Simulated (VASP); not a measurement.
Input of a VASP 6.6.1 run:

INCAR

```
PREC = Accurate
ENCUT = 520
EDIFF = 1E-6
ISMEAR = 0
SIGMA = 0.1
LREAL = False
LASPH = True
NELM = 80
ALGO = Fast
ISIF = 2
LWAVE = False
LCHARG = True
GGA = PE
LELF = True
LVHAR = True
NBANDS = 10
```

KPOINTS

```
regular mesh
0
Gamma
  18 18 14
```

Contents of POSCAR:

```
Al
1.0
    2.0107525537      2.0107525537      0.0000000000
   -2.0107525537      2.0107525537      0.0000000000
    0.0000000000      0.0000000000      4.1022452352
Al
2
Direct
    0.0000000000      0.0000000000      0.0000000000
    0.5000000000      0.5000000000      0.5000000000
```

Potentials or basis: VASP PAW PBE potentials, release 64 (Al).

Command:

```console
$ cat potpaw_PBE.64/Al/POTCAR > POTCAR
$ mpirun -np 1 vasp_std > vasp.out
```

Q: What does it give for the pressure?

A: -0.5 GPa.

Q: What does it give for the band gap on the k mesh?

A: Zero (band 3 reaches 15.50 eV, above the bottom of band 4 at 3.57 eV).

Stress tensor (GPa, compression positive):
```
-0.04  0.00  0.00
 0.00 -0.04  0.00
 0.00  0.00 -1.43
```

Caveat: the cell differs from its parent crystal (uniaxial strain along c: +1.5 %, then relaxed in part).
